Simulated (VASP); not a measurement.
# SbP (P4/mmm) in VASP: notebook, part 2 of 2

VASP 6.6.1. Earlier steps stand in the parts before.

**3. Relaxation of cell and atoms, PBE**

Contents of INCAR:

```
PREC     = Accurate       # precision mode
ENCUT    = 600            # plane-wave cutoff, eV
EDIFF    = 1E-7           # SCF threshold, eV
ISMEAR   = -1             # smearing method
SIGMA    = 0.15           # smearing width, eV
LREAL    = F              # projectors in reciprocal space
LASPH    = T              # aspherical terms in the spheres
NELM     = 100            # most SCF steps
ALGO     = Normal         # electronic algorithm
ISIF     = 3              # what is computed and relaxed
LWAVE    = F              # write WAVECAR
LCHARG   = F              # write CHGCAR
GGA      = PE             # functional
IBRION   = 2              # ionic algorithm
NSW      = 80             # ionic steps
EDIFFG   = -0.001         # ionic threshold
```

Contents of KPOINTS:

```
Automatic mesh
0
Gamma
  14 14 8
```

Contents of POSCAR:

```
SbP
1.0
    2.9049270942      0.0000000000      0.0000000000
    0.0000000000      2.9049270942      0.0000000000
    0.0000000000      0.0000000000      5.5392747719
Sb P
1 1
Direct
    0.0000000000      0.0000000000      0.0000000000
    0.0000000000      0.0000000000      0.5000000000
```

Potentials or basis: VASP PAW PBE potentials, release 64 (Sb, P).

Launch:

```console
> cat potpaw_PBE.64/Sb/POTCAR potpaw_PBE.64/P/POTCAR > POTCAR
> mpirun -np 1 vasp_std > vasp.out
```

OUTCAR:

```text
PREC = Accurate
   ENCUT = 600
   EDIFF = 1E-7
   ISMEAR = -1
   LREAL = F
   LASPH = T
   NELM = 100
   ISIF = 3
   GGA = PE
   IBRION = 2
   NSW = 80
   EDIFFG = -0.001

 ion  position               nearest neighbor table
   1  0.000  0.000  0.000-   2 2.77   2 2.77
   2  0.000  0.000  0.500-   1 2.77   1 2.77

  LATTYP: Found a simple tetragonal cell.
 ALAT       =     2.9049270942
 C/A-ratio  =     1.9068550061

  Lattice vectors:

 A1 = (   2.9049270942,   0.0000000000,   0.0000000000)
 A2 = (   0.0000000000,   2.9049270942,   0.0000000000)
 A3 = (   0.0000000000,   0.0000000000,   5.5392747719)

Analysis of symmetry for initial positions (statically):
=====================================================================
 Subroutine PRICEL returns:
 Original cell was already a primitive cell.

 Routine SETGRP: Setting up the symmetry group for a
 simple tetragonal supercell.

 Subroutine GETGRP returns: Found 16 space group operations
 (whereof 16 operations were pure point group operations)
 out of a pool of 16 trial point group operations.

The static configuration has the point symmetry D_4h.

Analysis of symmetry for dynamics (positions and initial velocities):
=====================================================================
 Subroutine PRICEL returns:
 Original cell was already a primitive cell.

 Routine SETGRP: Setting up the symmetry group for a
 simple tetragonal supercell.

 Subroutine GETGRP returns: Found 16 space group operations
 (whereof 16 operations were pure point group operations)
 out of a pool of 16 trial point group operations.

The dynamic configuration has the point symmetry D_4h.

 Subroutine INISYM returns: Found 16 space group operations
 (whereof 16 operations are pure point group operations),
 and found     1 'primitive' translations

----------------------------------------------------------------------------------------

                                     Primitive cell

  volume of cell :      46.7437

  direct lattice vectors                    reciprocal lattice vectors
     2.904927094  0.000000000  0.000000000     0.344242719  0.000000000  0.000000000
     0.000000000  2.904927094  0.000000000     0.000000000  0.344242719  0.000000000
     0.000000000  0.000000000  5.539274772     0.000000000  0.000000000  0.180529048

  length of vectors
     2.904927094  2.904927094  5.539274772     0.344242719  0.344242719  0.180529048

  position of ions in fractional coordinates (direct lattice)
     0.000000000  0.000000000  0.000000000
     0.000000000  0.000000000  0.500000000

  ion indices of the primitive-cell ions
   primitive index   ion index
                 1           1
                 2           2

----------------------------------------------------------------------------------------

 KPOINTS: Automatic mesh

Automatic generation of k-mesh.
 Grid dimensions read from file:
 generate k-points for:   14   14    8

 Generating k-lattice:

  Cartesian coordinates                     Fractional coordinates (reciprocal lattice)
     0.024588766  0.000000000  0.000000000     0.071428571  0.000000000  0.000000000
     0.000000000  0.024588766  0.000000000     0.000000000  0.071428571  0.000000000
     0.000000000  0.000000000  0.022566131     0.000000000  0.000000000  0.125000000

  Length of vectors
     0.024588766  0.024588766  0.022566131

  Shift w.r.t. Gamma in fractional coordinates (k-lattice)
     0.000000000  0.000000000  0.000000000

 Subroutine IBZKPT returns following result:
 ===========================================

 Found    180 irreducible k-points:

 Following reciprocal coordinates:
            Coordinates               Weight
  0.000000  0.000000  0.000000      1.000000
  0.071429  0.000000  0.000000      4.000000
  0.142857  0.000000  0.000000      4.000000
  0.214286  0.000000  0.000000      4.000000
  0.285714  0.000000  0.000000      4.000000
  0.357143  0.000000  0.000000      4.000000
[... 16 lines left out ...]
  0.285714  0.214286  0.000000      8.000000
  0.357143  0.214286  0.000000      8.000000
 [... further k-points ...]
   k-points           NKPTS =    180   k-points in BZ     NKDIM =    180   number of bands    NBANDS=      9
   number of dos      NEDOS =    301   number of ions     NIONS =      2
   total plane-waves  NPLWV =  27648
   dimension x,y,z NGX =    24 NGY =   24 NGZ =   48
   dimension x,y,z NGXF=    48 NGYF=   48 NGZF=   96
   ions per type =               1   1
   NGX,Y,Z   is equivalent  to a cutoff of  13.73, 13.73, 14.41 a.u.
   NGXF,Y,Z  is equivalent  to a cutoff of  27.47, 27.47, 28.81 a.u.
 SYSTEM =  unknown system
   PREC   = accura    normal or accurate (medium, high low for compatibility)
   ISTART =      0    job   : 0-new  1-cont  2-samecut
   ICHARG =      2    charge: 1-file 2-atom 10-const
   ISPIN  =      1    spin polarized calculation?
   LNONCOLLINEAR =      F non collinear calculations
   LSORBIT =      F    spin-orbit coupling
   LASPH  =      T    aspherical Exc in radial PAW
   ENCUT  =  600.0 eV  44.10 Ry    6.64 a.u.   5.80  5.80 11.06*2*pi/ulx,y,z
   NELM   =    100;   NELMIN=  2; NELMDL= -5     # of ELM steps
   EDIFF  = 0.1E-06   stopping-criterion for ELM
   LREAL  =      F    real-space projection
   EDIFFG = -.1E-02   stopping-criterion for IOM
   NSW    =     80    number of steps for IOM
   IBRION =      2    ionic relax: 0-MD 1-quasi-New 2-CG
   NFREE  =      1    steps in history (QN), initial steepest desc. (CG)
   ISIF   =      3    stress and relaxation
   ISYM   =      2    0-nonsym 1-usesym 2-fastsym
   POTIM  = 0.5000    time-step for ionic-motion
   TEBEG  =    0.0;   TEEND  =   0.0 temperature during run
   PSTRESS=    0.0 pullay stress
   NELECT =      10.0000    total number of electrons
   NUPDOWN=      -1.0000    fix difference up-down
   EMIN   =  10.00;   EMAX   =-10.00  energy-range for DOS
   EFERMI =   0.00;   METHOD = LEGACY
   ISMEAR =    -1;   SIGMA  =   0.15  broadening in eV -4-tet -1-fermi 0-gaus
   EFERMI_NEDOS =   21; number of points for ismear=-14 and -15
   IALGO  =     38    algorithm
   IMIX   =      4    mixing-type and parameters
     AMIX     =   0.40;   BMIX     =  1.00
     AMIX_MAG =   1.60;   BMIX_MAG =  1.00
  volume/ion in A,a.u.               =      23.37       157.72
  Fermi-wavevector in a.u.,A,eV,Ry     =   0.979115  1.850259 13.043445  0.958666
  Thomas-Fermi vector in A             =   2.109943
   LORBIT       =      0    0 simple, 1 ext, 2 COOP (PROOUT), +10 PAW based schemes
   GGA     = PE    functional components
   LHFCALC =     F    Hartree Fock is set to
   AEXX    =    0.0000 exact exchange contribution
   IVDW    =     0    specifies the selected vdW correction
   LEPSILON=     F    determine dielectric tensor
   LRPA    =     F    only Hartree local field effects (RPA)
 conjugate gradient relaxation of ions
 non-spin polarized calculation
  energy-cutoff  :      600.00
  volume of cell :       46.74
 maximum number of plane-waves:      1588
 NGX is ok and might be reduce to    24
   NGX = 11   NGY = 11   NGZ = 23

--------------------------------------- Ionic step        1  -------------------------------------------

 number of electron      10.0000000 magnetization

 Free energy of the ion-electron system (eV)
  ---------------------------------------------------
  ext. energy  EPLUGINS =         0.00000000
  ---------------------------------------------------
  free energy    TOTEN  =        -8.70388651 eV

  energy without entropy =       -8.63520192  energy(sigma->0) =       -8.66954422

 E-fermi :   7.2603     XC(G=0): -10.0026

 val. band max:        7.2476613503   @ k =   0.2857   0.2143   0.1250
 cond. band min:       7.2648387491   @ k =   0.2857   0.2143   0.3750
 fundamental gap:      0.0171773988
 Fermi energy:         7.2603150648

 k-point     1 :       0.0000    0.0000    0.0000
  band No.  band energies     occupation
      1      -6.2498      2.00000
      2      -2.8466      2.00000
      3       0.9580      2.00000
      4       9.9451      0.00000
      5       9.9451      0.00000
      6      11.4708      0.00000
      7      13.1438      0.00000
      8      13.1438      0.00000
      9      14.2530      0.00000
[... 489 lines left out ...]
  energy  without entropy=       -8.6350564699  energy(sigma->0) =       -8.66949361

--------------------------------------- Ionic step        7  -------------------------------------------

 number of electron      10.0000000 magnetization

 Free energy of the ion-electron system (eV)
  ---------------------------------------------------
  ext. energy  EPLUGINS =         0.00000000
  ---------------------------------------------------
  free energy    TOTEN  =        -8.70393276 eV

  energy without entropy =       -8.63503416  energy(sigma->0) =       -8.66948346

 E-fermi :   7.2346     XC(G=0):  -9.9938

 val. band max:        7.2243796222   @ k =   0.2857   0.2143   0.1250
 cond. band min:       7.2352958663   @ k =   0.2857   0.2143   0.3750
 fundamental gap:      0.0109162441
 Fermi energy:         7.2345654441

 k-point     1 :       0.0000    0.0000    0.0000
  band No.  band energies     occupation
      1      -6.2588      2.00000
      2      -2.8557      2.00000
      3       0.9449      2.00000
      4       9.9048      0.00000
      5       9.9048      0.00000
      6      11.4578      0.00000
      7      13.1024      0.00000
      8      13.1024      0.00000
      9      14.2220      0.00000
[... 305 lines left out ...]
  FREE ENERGIE OF THE ION-ELECTRON SYSTEM (eV)
  ---------------------------------------------------
  free  energy   TOTEN  =        -8.7039327553 eV

  energy  without entropy=       -8.6350341619  energy(sigma->0) =       -8.66948346

 reached required accuracy - stopping structural energy minimisation
```

Wall time 2.8 min (1 thread of Intel Xeon Platinum 8375C at 2.90GHz (Ice Lake), shared host); peak memory 0.26 GiB.

Results:

```yaml
Free_energy: -8.7039 eV
Relaxed_volume: 23.42 Å³/atom
Relaxed_cell: a = 2.908 Å, b = 2.908 Å, c = 5.539 Å, α = 90.00°, β = 90.00°, γ = 90.00°
Space_group_after_relaxing_to_0.05_Å: P4/mmm (No. 123)
Energy_gained_by_relaxing: 0.0 meV/atom
Ionic_steps: 7
Pressure_after_relaxing: 0.0 GPa
Band_gap_on_the_k_mesh: zero (band 5 reaches 10.27 eV, above the bottom of band 6 at 4.50 eV)
```

Final structure:
```cif
data_structure
_symmetry_space_group_name_H-M 'P 1'
_symmetry_Int_Tables_number 1
_cell_length_a 2.9079
_cell_length_b 2.9079
_cell_length_c 5.5392
_cell_angle_alpha 90.000
_cell_angle_beta 90.000
_cell_angle_gamma 90.000
_cell_volume 46.84
loop_
_atom_site_label
_atom_site_type_symbol
_atom_site_fract_x
_atom_site_fract_y
_atom_site_fract_z
_atom_site_occupancy
Sb1 Sb 0.00000 0.00000 0.00000 1
P1 P 0.00000 0.00000 0.50000 1
```

Caveat: spin-orbit coupling is left out, which moves the levels of the heavy elements.
